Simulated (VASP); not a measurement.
# Zn2CdO3 (P6_3/mmc) in VASP: notebook

Runs on Zn2CdO3. Level: PBE. Tasks: single point.

Program: VASP 6.6.1. These are calculated values, not measurements. Logs are shortened: lines on timing, memory, paths and dates and some standing lists are left out, and cuts for length are marked.

## 1. The cell of the first run

The structure is hexagonal, space group P6_3/mmc (No. 194). Conventional cell: a = 5.201 Å, b = 5.201 Å, c = 6.061 Å, α = 90.00°, β = 90.00°, γ = 120.00°. Within 3.4 Å of Zn (site symmetry -6m2) lie 12 O at 2.61 to 3.29 Å and 5 Cd at 3.00 to 3.03 Å and 6 Zn at 3.36 Å. Within 3.1 Å of Zn (site symmetry -3m) lie 6 O at 2.29 Å and 2 Zn at 3.03 Å. Cd (site symmetry -6m2) has 3 O at 1.29 Å within 1.7 Å. Within 1.7 Å of O (site symmetry mm2) lie 1 Cd at 1.29 Å.

The cell was generated, and may not be a known phase.

## 2. Single point, PBE

Input file INCAR:

```
ALGO     = Normal         # electronic algorithm
EDIFF    = 1E-6           # SCF threshold, eV
ENCUT    = 520            # plane-wave cutoff, eV
GGA      = PE             # functional
ISIF     = 2              # what is computed and relaxed
ISMEAR   = 0              # smearing method
LASPH    = T              # aspherical terms in the spheres
LCHARG   = T              # write CHGCAR
LELF     = T              # ELF
LREAL    = F              # projectors in reciprocal space
LVHAR    = T            
LWAVE    = F              # write WAVECAR
NBANDS   = 66             # bands
NELM     = 100            # most SCF steps
PREC     = Accurate       # precision mode
SIGMA    = 0.1            # smearing width, eV
```

Input file KPOINTS:

```
k-points
0
Gamma
  6 6 4
```

Input file POSCAR:

```
Zn2CdO3
1.0
    5.2009691700      0.0000000000      0.0000000000
   -2.6004845900      4.5041714300      0.0000000000
    0.0000000000      0.0000000000      6.0614684100
Zn Cd O
4 2 6
Direct
    0.3333333300      0.6666666700      0.2500000000
    0.6666666700      0.3333333300      0.7500000000
    0.0000000000      0.0000000000      0.5000000000
    0.0000000000      0.0000000000      0.0000000000
    0.6666666700      0.3333333300      0.2500000000
    0.3333333300      0.6666666700      0.7500000000
    0.8096315900      0.6192631700      0.2500000000
    0.1903684100      0.3807368300      0.7500000000
    0.1903684100      0.8096315900      0.7500000000
    0.3807368300      0.1903684100      0.2500000000
    0.8096315900      0.1903684100      0.2500000000
    0.6192631700      0.8096315900      0.7500000000
```

Potentials or basis: VASP PAW PBE potentials, release 64 (Zn, Cd, O).

Run with:

```sh
cat potpaw_PBE.64/Zn/POTCAR potpaw_PBE.64/Cd/POTCAR potpaw_PBE.64/O/POTCAR > POTCAR
mpirun -np 1 vasp_std > vasp.out
```

OUTCAR:

```text
EDIFF = 1E-6
   ENCUT = 520
   GGA = PE
   ISIF = 2
   ISMEAR = 0
   LASPH = T
   LREAL = F
   NELM = 100
   PREC = Accurate

 ion  position               nearest neighbor table
   1  0.333  0.667  0.250-   5 3.00   5 3.00   5 3.00   6 3.03   6 3.03
   2  0.667  0.333  0.750-   6 3.00   6 3.00   6 3.00   5 3.03   5 3.03
   3  0.000  0.000  0.500-   9 2.29  11 2.29  10 2.29  12 2.29   7 2.29   8 2.29   4 3.03   4 3.03
                             6 3.36   5 3.36   5 3.36   6 3.36   5 3.36   6 3.36
   4  0.000  0.000  0.000-   9 2.29  11 2.29  10 2.29  12 2.29   7 2.29   8 2.29   3 3.03   3 3.03
                             6 3.36   5 3.36   5 3.36   6 3.36   5 3.36   6 3.36
   5  0.667  0.333  0.250-  10 1.29  11 1.29   7 1.29   1 3.00   1 3.00   1 3.00   2 3.03   2 3.03
                             4 3.36   3 3.36   3 3.36   4 3.36   4 3.36   3 3.36
   6  0.333  0.667  0.750-  12 1.29   9 1.29   8 1.29   2 3.00   2 3.00   2 3.00   1 3.03   1 3.03
                             4 3.36   3 3.36   3 3.36   4 3.36   4 3.36   3 3.36
   7  0.810  0.619  0.250-   5 1.29   4 2.29   3 2.29
   8  0.190  0.381  0.750-   6 1.29   4 2.29   3 2.29
   9  0.190  0.810  0.750-   6 1.29   4 2.29   3 2.29
  10  0.381  0.190  0.250-   5 1.29   4 2.29   3 2.29
  11  0.810  0.190  0.250-   5 1.29   4 2.29   3 2.29
  12  0.619  0.810  0.750-   6 1.29   4 2.29   3 2.29

 -----------------------------------------------------------------------------
|                                                                             |
|           W    W    AA    RRRRR   N    N  II  N    N   GGGG   !!!           |
|           W    W   A  A   R    R  NN   N  II  NN   N  G    G  !!!           |
|           W    W  A    A  R    R  N N  N  II  N N  N  G       !!!           |
|           W WW W  AAAAAA  RRRRR   N  N N  II  N  N N  G  GGG   !            |
|           WW  WW  A    A  R   R   N   NN  II  N   NN  G    G                |
|           W    W  A    A  R    R  N    N  II  N    N   GGGG   !!!           |
|                                                                             |
|     The distance between some ions is very small. Please check the          |
|     nearest-neighbor list in the OUTCAR file.                               |
|     I HOPE YOU KNOW WHAT YOU ARE DOING!                                     |
|                                                                             |
 -----------------------------------------------------------------------------

  LATTYP: Found a hexagonal cell.
 ALAT       =     5.2009691700
 C/A-ratio  =     1.1654497867

  Lattice vectors:

 A1 = (   5.2009691700,   0.0000000000,   0.0000000000)
 A2 = (  -2.6004845900,   4.5041714300,   0.0000000000)
 A3 = (   0.0000000000,   0.0000000000,   6.0614684100)

Analysis of symmetry for initial positions (statically):
=====================================================================
 Subroutine PRICEL returns:
 Original cell was already a primitive cell.

 Routine SETGRP: Setting up the symmetry group for a
 hexagonal supercell.

 Subroutine GETGRP returns: Found 24 space group operations
 (whereof 12 operations were pure point group operations)
 out of a pool of 24 trial point group operations.

The static configuration has the point symmetry D_3d.
 The point group associated with its full space group is D_6h.

Analysis of symmetry for dynamics (positions and initial velocities):
=====================================================================
 Subroutine PRICEL returns:
 Original cell was already a primitive cell.

 Routine SETGRP: Setting up the symmetry group for a
 hexagonal supercell.

 Subroutine GETGRP returns: Found 24 space group operations
 (whereof 12 operations were pure point group operations)
 out of a pool of 24 trial point group operations.

The dynamic configuration has the point symmetry D_3d.
 The point group associated with its full space group is D_6h.

 Subroutine INISYM returns: Found 24 space group operations
 (whereof 12 operations are pure point group operations),
 and found     1 'primitive' translations

[... 48 lines left out ...]
 Grid dimensions read from file:
 generate k-points for:    6    6    4

 Generating k-lattice:

  Cartesian coordinates                     Fractional coordinates (reciprocal lattice)
     0.032045309  0.018501368  0.000000000     0.166666667  0.000000000  0.000000000
     0.000000000  0.037002736  0.000000000     0.000000000  0.166666667  0.000000000
     0.000000000  0.000000000  0.041244131     0.000000000  0.000000000  0.250000000

  Length of vectors
     0.037002736  0.037002736  0.041244131

  Shift w.r.t. Gamma in fractional coordinates (k-lattice)
     0.000000000  0.000000000  0.000000000

 Subroutine IBZKPT returns following result:
 ===========================================

 Found     21 irreducible k-points:

 Following reciprocal coordinates:
            Coordinates               Weight
  0.000000  0.000000  0.000000      1.000000
  0.166667  0.000000  0.000000      6.000000
  0.333333  0.000000  0.000000      6.000000
  0.500000  0.000000  0.000000      3.000000
  0.166667  0.166667  0.000000      6.000000
  0.333333  0.166667  0.000000     12.000000
[... 13 lines left out ...]
  0.333333  0.166667  0.500000     12.000000
  0.333333  0.333333  0.500000      2.000000
   k-points           NKPTS =     21   k-points in BZ     NKDIM =     21   number of bands    NBANDS=     66
   number of dos      NEDOS =    301   number of ions     NIONS =     12
   total plane-waves  NPLWV =  76800
   dimension x,y,z NGX =    40 NGY =   40 NGZ =   48
   dimension x,y,z NGXF=    80 NGYF=   80 NGZF=   96
   ions per type =               4   2   6
   NGX,Y,Z   is equivalent  to a cutoff of  12.79, 12.79, 13.16 a.u.
   NGXF,Y,Z  is equivalent  to a cutoff of  25.57, 25.57, 26.33 a.u.
 SYSTEM =  unknown system
   PREC   = accura    normal or accurate (medium, high low for compatibility)
   ISTART =      0    job   : 0-new  1-cont  2-samecut
   ICHARG =      2    charge: 1-file 2-atom 10-const
   ISPIN  =      1    spin polarized calculation?
   LNONCOLLINEAR =      F non collinear calculations
   LSORBIT =      F    spin-orbit coupling
   LASPH  =      T    aspherical Exc in radial PAW
   ENCUT  =  520.0 eV  38.22 Ry    6.18 a.u.   9.67  9.67 11.27*2*pi/ulx,y,z
   NELM   =    100;   NELMIN=  2; NELMDL= -5     # of ELM steps
   EDIFF  = 0.1E-05   stopping-criterion for ELM
   LREAL  =      F    real-space projection
   EDIFFG = 0.1E-04   stopping-criterion for IOM
   NSW    =      0    number of steps for IOM
   IBRION =     -1    ionic relax: 0-MD 1-quasi-New 2-CG
   NFREE  =      0    steps in history (QN), initial steepest desc. (CG)
   ISIF   =      2    stress and relaxation
   ISYM   =      2    0-nonsym 1-usesym 2-fastsym
   POTIM  = 0.5000    time-step for ionic-motion
   TEBEG  =    0.0;   TEEND  =   0.0 temperature during run
   PSTRESS=    0.0 pullay stress
   NELECT =     108.0000    total number of electrons
   NUPDOWN=      -1.0000    fix difference up-down
   EMIN   =  10.00;   EMAX   =-10.00  energy-range for DOS
   EFERMI =   0.00;   METHOD = LEGACY
   ISMEAR =     0;   SIGMA  =   0.10  broadening in eV -4-tet -1-fermi 0-gaus
   EFERMI_NEDOS =   21; number of points for ismear=-14 and -15
   IALGO  =     38    algorithm
   IMIX   =      4    mixing-type and parameters
     AMIX     =   0.40;   BMIX     =  1.00
     AMIX_MAG =   1.60;   BMIX_MAG =  1.00
  volume/ion in A,a.u.               =      11.83        79.85
  Fermi-wavevector in a.u.,A,eV,Ry     =   1.494366  2.823943 30.383588  2.233131
  Thomas-Fermi vector in A             =   2.606648
   LORBIT       =      0    0 simple, 1 ext, 2 COOP (PROOUT), +10 PAW based schemes
   GGA     = PE    functional components
   LHFCALC =     F    Hartree Fock is set to
   AEXX    =    0.0000 exact exchange contribution
   IVDW    =     0    specifies the selected vdW correction
   LEPSILON=     F    determine dielectric tensor
   LRPA    =     F    only Hartree local field effects (RPA)
 non-spin polarized calculation
 Gauss-broadening in eV      SIGMA  =   0.10
  energy-cutoff  :      520.00
  volume of cell :      142.00
 maximum number of plane-waves:      3851
 NGX is ok and might be reduce to    40
   NGX = 19   NGY = 19   NGZ = 23

 number of electron     108.0000015 magnetization

 Free energy of the ion-electron system (eV)
  ---------------------------------------------------
  ext. energy  EPLUGINS =         0.00000000
  ---------------------------------------------------
  free energy    TOTEN  =        76.17687592 eV

  energy without entropy =       76.20073789  energy(sigma->0) =       76.18880691

 E-fermi :   5.9160     XC(G=0): -11.2850

 val. band max:        5.8924999520   @ k =   0.1667   0.1667   0.0000
 cond. band min:       5.9396923046   @ k =   0.1667   0.1667   0.0000
 fundamental gap:      0.0471923525
 Fermi energy:         5.9159992406

 k-point     1 :       0.0000    0.0000    0.0000
  band No.  band energies     occupation
      1     -22.0770      2.00000
      2     -22.0770      2.00000
      3     -22.0572      2.00000
      4     -22.0572      2.00000
      5     -21.9173      2.00000
      6     -21.8495      2.00000
[... 1438 lines left out ...]
     65      10.8032      0.00000
     66      10.8032      0.00000

------------------------ aborting loop because EDIFF is reached ----------------------------------------

  FORCE on cell =-STRESS in cart. coord.  units (eV):
  Direction    XX          YY          ZZ          XY          YZ          ZX
  --------------------------------------------------------------------------------------
  -------------------------------------------------------------------------------------
  Total      380.5966268    380.5966276     14.0992160     -0.0000004      0.0000000      0.0000000
  in kB     4294.3603094   4294.3603180    159.0847352     -0.0000048      0.0000000      0.0000000
  external PRESSURE =    2915.9351209 kB  Pullay stress =       0.0000000 kB

 VOLUME and BASIS-vectors are now :
 -----------------------------------------------------------------------------
  energy-cutoff  :      520.00
  volume of cell :      142.00
      direct lattice vectors                 reciprocal lattice vectors
     5.200969170  0.000000000  0.000000000     0.192271857  0.111008208  0.000000000
    -2.600484590  4.504171430  0.000000000     0.000000000  0.222016416  0.000000000
     0.000000000  0.000000000  6.061468410     0.000000000  0.000000000  0.164976526

 POSITION                                       TOTAL-FORCE (eV/Angst)
 -----------------------------------------------------------------------------------
     -0.00000      3.00278      1.51537         0.000000      0.000000     -0.000000
      2.60048      1.50139      4.54610         0.000000      0.000000     -0.000000
      0.00000      0.00000      3.03073         0.000000      0.000000     -0.000000
      0.00000      0.00000      0.00000         0.000000      0.000000     -0.000000
      2.60048      1.50139      1.51537         0.000000      0.000000     -0.000000
     -0.00000      3.00278      4.54610         0.000000      0.000000     -0.000000
      2.60048      2.78927      1.51537        -0.000000     91.671080      0.000000
     -0.00000      1.71490      4.54610         0.000000    -91.671080     -0.000000
     -1.11533      3.64672      4.54610       -79.389484     45.835540      0.000000
      1.48515      0.85745      1.51537       -79.389484    -45.835540     -0.000000
      3.71582      0.85745      1.51537        79.389484    -45.835540     -0.000000
      1.11533      3.64672      4.54610        79.389484     45.835540      0.000000
 -----------------------------------------------------------------------------------
    total drift:                               -0.000039      0.000023      0.000000

  FREE ENERGIE OF THE ION-ELECTRON SYSTEM (eV)
  ---------------------------------------------------
  free  energy   TOTEN  =        76.1768759220 eV

  energy  without entropy=       76.2007378915  energy(sigma->0) =       76.18880691
```

Run time: 11 min. Hardware: 1 thread of Intel Xeon 8259CL, shared host; peak memory 0.35 GiB.

What came out:

```yaml
Free_energy: 76.1769 eV
Pressure: 291.6 GPa
Largest_force: 91.671 eV/Å
Band_gap_on_the_k_mesh: zero (bands 54 and 55 overlap by 0.47 eV)
```

Forces in eV/Å, atoms in the order of the input:
```
Zn    0.000   0.000   0.000
Zn    0.000   0.000   0.000
Zn    0.000   0.000   0.000
Zn    0.000   0.000   0.000
Cd    0.000   0.000   0.000
Cd    0.000   0.000   0.000
O     0.000  91.671   0.000
O     0.000 -91.671   0.000
O   -79.389  45.836   0.000
O   -79.389 -45.836   0.000
O    79.389 -45.836   0.000
O    79.389  45.836   0.000
```

Caveat: atoms lie so close that the PAW spheres overlap strongly, which falsifies energies and pressures; the stress differs along the axes, from 16 to 429 GPa; semilocal functionals underestimate gaps, and a narrow one can read as zero; forces of over 1 eV/Å act on the atoms, so gaps and moduli don't describe the material at rest.

(Continued in part 2 of 2.)

The gap in the log of VASP goes by the Fermi energy; the results here count the filled bands.